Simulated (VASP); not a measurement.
# SiC (I-4m2) in VASP: a series of runs, part 2 of 2

VASP 6.6.1.

### 4 Single point, PBE (epitaxial xy strain -2.0%)

Contents of INCAR:

```
SYSTEM = SiC
PREC = Accurate
ENCUT = 520
EDIFF = 1E-6
ISMEAR = 0
SIGMA = 0.01
LREAL = .FALSE.
LASPH = .TRUE.
NELM = 100
ALGO = Normal
ISIF = 2
LWAVE = .FALSE.
LCHARG = .FALSE.
GGA = PE
NBANDS = 11
```

Contents of KPOINTS:

```
Automatic mesh
0
G
  6 6 6
  0 0 0
```

Contents of POSCAR:

```
SiC
1.0
    0.0000000000      2.1344913040      2.2058695875
    2.1344913040      0.0000000000      2.2058695875
    2.1344913040      2.1344913040      0.0000000000
Si C
1 1
Direct
    0.0000000000      0.0000000000      0.0000000000
    0.2500000000      0.2500000000      0.2500000000
```

Potentials or basis: VASP PAW PBE potentials, release 64 (Si, C).

The run is started by

```bash
$ cat potpaw_PBE.64/Si/POTCAR potpaw_PBE.64/C/POTCAR > POTCAR
$ mpirun -np 1 vasp_std > vasp.out
```

OUTCAR:

```text
SYSTEM = SiC
   PREC = Accurate
   ENCUT = 520
   EDIFF = 1E-6
   ISMEAR = 0
   LREAL = .FALSE.
   LASPH = .TRUE.
   NELM = 100
   ISIF = 2
   GGA = PE

 ion  position               nearest neighbor table
   1  0.000  0.000  0.000-   2 1.87   2 1.87   2 1.87   2 1.87
   2  0.250  0.250  0.250-   1 1.87   1 1.87   1 1.87   1 1.87

  LATTYP: Found a body centered tetragonal cell.
 ALAT       =     3.0186265509
 C/A-ratio  =     1.4615054564

  Lattice vectors:

 A1 = (  -2.1344913040,   0.0000000000,   2.2058695875)
 A2 = (   2.1344913040,   0.0000000000,   2.2058695875)
 A3 = (   0.0000000000,   2.1344913040,  -2.2058695875)

Analysis of symmetry for initial positions (statically):
=====================================================================
 Subroutine PRICEL returns:
 Original cell was already a primitive cell.

 Routine SETGRP: Setting up the symmetry group for a
 body centered tetragonal supercell.

 Subroutine GETGRP returns: Found  8 space group operations
 (whereof  8 operations were pure point group operations)
 out of a pool of 16 trial point group operations.

The static configuration has the point symmetry D_2d.

Analysis of symmetry for dynamics (positions and initial velocities):
=====================================================================
 Subroutine PRICEL returns:
 Original cell was already a primitive cell.

 Routine SETGRP: Setting up the symmetry group for a
 body centered tetragonal supercell.

 Subroutine GETGRP returns: Found  8 space group operations
 (whereof  8 operations were pure point group operations)
 out of a pool of 16 trial point group operations.

The dynamic configuration has the point symmetry D_2d.

 Subroutine INISYM returns: Found  8 space group operations
 (whereof  8 operations are pure point group operations),
 and found     1 'primitive' translations

[... 116 lines left out ...]
  Fermi-wavevector in a.u.,A,eV,Ry     =   1.204218  2.275643 19.730382  1.450142
  Thomas-Fermi vector in A             =   2.339950
   LORBIT       =      0    0 simple, 1 ext, 2 COOP (PROOUT), +10 PAW based schemes
   GGA     = PE    functional components
   LHFCALC =     F    Hartree Fock is set to
   AEXX    =    0.0000 exact exchange contribution
   IVDW    =     0    specifies the selected vdW correction
   LEPSILON=     F    determine dielectric tensor
   LRPA    =     F    only Hartree local field effects (RPA)
 non-spin polarized calculation
 Gauss-broadening in eV      SIGMA  =   0.01
  energy-cutoff  :      520.00
  volume of cell :       20.10
 maximum number of plane-waves:       552
   NGX = 11   NGY = 11   NGZ = 11

 number of electron       8.0000000 magnetization

 Free energy of the ion-electron system (eV)
  ---------------------------------------------------
  ext. energy  EPLUGINS =         0.00000000
  ---------------------------------------------------
  free energy    TOTEN  =       -15.01026334 eV

  energy without entropy =      -15.01026334  energy(sigma->0) =      -15.01026334

 E-fermi :   8.5891     XC(G=0): -11.4827

 val. band max:        8.5271954513   @ k =   0.0000   0.0000   0.0000
 cond. band min:       9.6738277595   @ k =   0.5000   0.0000   0.5000
 fundamental gap:      1.1466323082
 Fermi energy:         8.5890641322

 k-point     1 :       0.0000    0.0000    0.0000
  band No.  band energies     occupation
      1      -7.1913      2.00000
      2       8.2895      2.00000
      3       8.5272      2.00000
      4       8.5272      2.00000
      5      15.0109      0.00000
      6      15.9285      0.00000
      7      15.9285      0.00000
      8      16.0066      0.00000
      9      22.5600      0.00000
     10      23.6331      0.00000
     11      25.0978      0.00000
[... 309 lines left out ...]
 k-point    24 :       0.5000   -0.0000    0.3333
  band No.  band energies     occupation
      1      -2.6767      2.00000
      2       1.6165      2.00000
      3       3.9940      2.00000
      4       5.5069      2.00000
      5      11.0793      0.00000
      6      14.5960      0.00000
      7      20.3794      0.00000
      8      21.3632      0.00000
      9      23.0907      0.00000
     10      26.8090      0.00000
     11      30.3967      0.00000

 [... further k-points ...]
[... 5 lines left out ...]
  --------------------------------------------------------------------------------------
  -------------------------------------------------------------------------------------
  Total        1.6434500      1.6434500      0.5037974      0.0000000      0.0000000      0.0000000
  in kB      130.9991489    130.9991489     40.1576099      0.0000000      0.0000000      0.0000000
  external PRESSURE =     100.7186359 kB  Pullay stress =       0.0000000 kB

 VOLUME and BASIS-vectors are now :
 -----------------------------------------------------------------------------
  energy-cutoff  :      520.00
  volume of cell :       20.10
      direct lattice vectors                 reciprocal lattice vectors
     0.000000000  2.134491304  2.205869588    -0.234247851  0.234247851  0.226667978
     2.134491304  0.000000000  2.205869588     0.234247851 -0.234247851  0.226667978
     2.134491304  2.134491304  0.000000000     0.234247851  0.234247851 -0.226667978

 POSITION                                       TOTAL-FORCE (eV/Angst)
 -----------------------------------------------------------------------------------
      0.00000      0.00000      0.00000        -0.000000     -0.000000      0.000000
      1.06725      1.06725      1.10293         0.000000      0.000000     -0.000000
 -----------------------------------------------------------------------------------
    total drift:                                0.000000      0.000000      0.000000

  FREE ENERGIE OF THE ION-ELECTRON SYSTEM (eV)
  ---------------------------------------------------
  free  energy   TOTEN  =       -15.0102633442 eV

  energy  without entropy=      -15.0102633442  energy(sigma->0) =      -15.01026334
```

OSZICAR:

```text
N       E                     dE             d eps       ncg     rms          rms(c)
DAV:   1     0.460715672263E+01    0.46072E+01   -0.39486E+03   676   0.604E+02
DAV:   2    -0.163175877295E+02   -0.20925E+02   -0.19929E+02   826   0.113E+02
DAV:   3    -0.169524149795E+02   -0.63483E+00   -0.63364E+00   815   0.164E+01
DAV:   4    -0.169546597869E+02   -0.22448E-02   -0.22447E-02   779   0.125E+00
DAV:   5    -0.169546695399E+02   -0.97530E-05   -0.97529E-05   810   0.759E-02    0.912E+00
DAV:   6    -0.150779708247E+02    0.18767E+01   -0.65183E+00   741   0.116E+01    0.407E+00
DAV:   7    -0.150180099838E+02    0.59961E-01   -0.42832E-01   792   0.371E+00    0.184E+00
DAV:   8    -0.150100396770E+02    0.79703E-02   -0.21001E-02   753   0.965E-01    0.167E-01
DAV:   9    -0.150101535852E+02   -0.11391E-03   -0.15453E-03   825   0.228E-01    0.113E-01
DAV:  10    -0.150102609931E+02   -0.10741E-03   -0.22320E-04   738   0.916E-02    0.256E-02
DAV:  11    -0.150102629603E+02   -0.19672E-05   -0.37924E-05   798   0.324E-02    0.651E-03
DAV:  12    -0.150102633442E+02   -0.38394E-06   -0.17437E-06   614   0.801E-03
   1 F= -.15010263E+02 E0= -.15010263E+02  d E =-.124244E-20
```

stdout:

```text
POSCAR found type information on POSCAR SiC
 POSCAR found :  2 types and       2 ions
 scaLAPACK will be used
 LDA part: xc-table for (Slater+PW92), standard interpolation
 POSCAR, INCAR and KPOINTS ok, starting setup
 FFT: planning ... GRIDC
 FFT: planning ... GRID_SOFT
 FFT: planning ... GRID
 WAVECAR not read
 entering main loop
```

Run time: 9.1 s. Hardware: 1 thread of Intel Xeon 8259CL, shared host; peak memory 0.13 GiB.

What came out:

- Free energy: -15.0103 eV
- Pressure: 10.1 GPa
- Band gap on the k mesh: 1.15 eV, indirect (least direct gap 4.53 eV)

Caveat: the k points lie up to 0.42 Å⁻¹ apart; the cell differs from its parent crystal (epitaxial xy strain -2.0%). A k mesh can miss the band edges.

### 5 Single point, PBE (epitaxial xy strain -1.0%)

Contents of INCAR:

```
SYSTEM = SiC
PREC = Accurate
ENCUT = 520
EDIFF = 1E-6
ISMEAR = 0
SIGMA = 0.01
LREAL = .False.
LASPH = .True.
NELM = 80
ALGO = Normal
ISIF = 2
LWAVE = .False.
LCHARG = .False.
GGA = PE
NBANDS = 11
```

Contents of KPOINTS:

```
Automatic mesh
0
Gamma
  6 6 6
  0 0 0
```

Contents of POSCAR:

```
SiC
1.0
    0.0000000000      2.1562718275      2.1922097029
    2.1562718275      0.0000000000      2.1922097029
    2.1562718275      2.1562718275      0.0000000000
Si C
1 1
Direct
    0.0000000000      0.0000000000      0.0000000000
    0.2500000000      0.2500000000      0.2500000000
```

The run is started by

```bash
$ cat potpaw_PBE.64/Si/POTCAR potpaw_PBE.64/C/POTCAR > POTCAR
$ mpirun -np 1 vasp_std > vasp.out
```

It took 8 s on 1 thread of Intel Xeon 8259CL, shared host; peak memory 0.13 GiB.

The run converged. Its results:

```
Free energy            : -15.0345 eV
Pressure               : 6.7 GPa
Band gap on the k mesh : 1.25 eV, indirect (least direct gap 4.54 eV)
```

Stress tensor (GPa, compression positive):
```
8.16 0.00 0.00
0.00 8.16 0.00
0.00 0.00 3.76
```

Levels at points of the mesh, in eV from the valence-band top:
```csv
k point,band 1,band 2,band 3,band 4,band 5,band 6,band 7,band 8,band 9
"(0.00, 0.00, 0.00)",-15.56,-0.12,0.00,0.00,6.37,7.35,7.35,7.39,14.28
"(0.50, 0.00, 0.00)",-11.94,-8.66,-1.20,-0.99,5.50,7.15,7.37,10.10,16.31
"(0.50, 0.50, 0.00)",-10.56,-8.02,-3.13,-3.13,1.40,4.52,14.22,14.22,14.77
"(0.50, 0.00, 0.50)",-10.43,-7.82,-3.33,-3.30,1.25,4.23,13.88,14.41,15.03
```

Caveat: the cell differs from its parent crystal (epitaxial xy strain -1.0%).

### 6 Single point, PBE (epitaxial xy strain +1.0%)

Contents of INCAR:

```
PREC = Accurate ; ENCUT = 520
EDIFF = 1E-7 ; ISMEAR = 0
SIGMA = 0.01 ; LREAL = F
LASPH = T ; NELM = 80
ALGO = Normal ; ISIF = 2
LWAVE = F ; LCHARG = T
GGA = PE ; LELF = T
LVHAR = T ; NBANDS = 11
```

Contents of KPOINTS:

```
regular mesh
0
Gamma
  6 6 6
```

Contents of POSCAR:

```
SiC
1.0
    0.0000000000      2.1998328745      2.1639622962
    2.1998328745      0.0000000000      2.1639622962
    2.1998328745      2.1998328745      0.0000000000
Si C
1 1
Direct
    0.0000000000      0.0000000000      0.0000000000
    0.2500000000      0.2500000000      0.2500000000
```

Potentials or basis: VASP PAW PBE potentials, release 64 (Si, C).

The run is started by

```bash
$ cat potpaw_PBE.64/Si/POTCAR potpaw_PBE.64/C/POTCAR > POTCAR
$ mpirun -np 1 vasp_std > vasp.out
```

Run time: 9.9 s. Hardware: 1 thread of Intel Xeon 8259CL, shared host; peak memory 0.13 GiB.

It converged, with:

```
Free energy            : -15.0472 eV
Pressure               : 0.6 GPa
Band gap on the k mesh : 1.19 eV, indirect (least direct gap 4.50 eV)
```

Stress tensor (GPa, compression positive):
```
-0.78  0.00  0.00
 0.00 -0.78  0.00
 0.00  0.00  3.28
```

Levels at points of the mesh, in eV from the valence-band top:
| k point | band 1 | band 2 | band 3 | band 4 | band 5 | band 6 | band 7 | band 8 |
| --- | --- | --- | --- | --- | --- | --- | --- | --- |
| (0.00, 0.00, 0.00) | -15.38 | -0.11 | -0.11 | 0.00 | 6.02 | 7.12 | 7.16 | 7.16 |
| (0.50, 0.00, 0.00) | -11.86 | -8.54 | -1.22 | -1.03 | 5.22 | 6.98 | 7.24 | 9.92 |
| (0.50, 0.50, 0.00) | -10.34 | -7.70 | -3.35 | -3.35 | 1.19 | 4.01 | 13.77 | 13.77 |
| (0.50, 0.00, 0.50) | -10.46 | -7.90 | -3.19 | -3.16 | 1.34 | 4.30 | 13.59 | 14.09 |

Caveat: the cell differs from its parent crystal (epitaxial xy strain +1.0%). A k mesh can miss the band edges.

### 7 Summary

| cell | gap on the mesh (eV) | pressure (GPa) |
| --- | --- | --- |
| a = 3.059, b = 3.059, c = 2.957 Å, angles 61.1, 61.1, 57.8°, 2 atoms | 0.94 | 17.6 |
| a = 3.064, b = 3.064, c = 2.988 Å, angles 60.8, 60.8, 58.4°, 2 atoms | 1.04 | 13.7 |
| a = 3.070, b = 3.070, c = 3.019 Å, angles 60.5, 60.5, 58.9°, 2 atoms | 1.15 | 10.1 |
| a = 3.075, b = 3.075, c = 3.049 Å, angles 60.3, 60.3, 59.5°, 2 atoms | 1.25 | 6.7 |
| a = 3.086, b = 3.086, c = 3.111 Å, angles 59.7, 59.7, 60.5°, 2 atoms | 1.19 | 0.6 |

Alike in all rows: task single point; level PBE; potentials or basis VASP PAW PBE potentials, release 64 (Si, C); no spin polarisation; k mesh 6 × 6 × 6; cutoff (eV) 520; smearing gaussian 0.01 eV.

Caveats: some runs use coarse meshes.

Absolute energies hang on the potentials; compare differences alone.
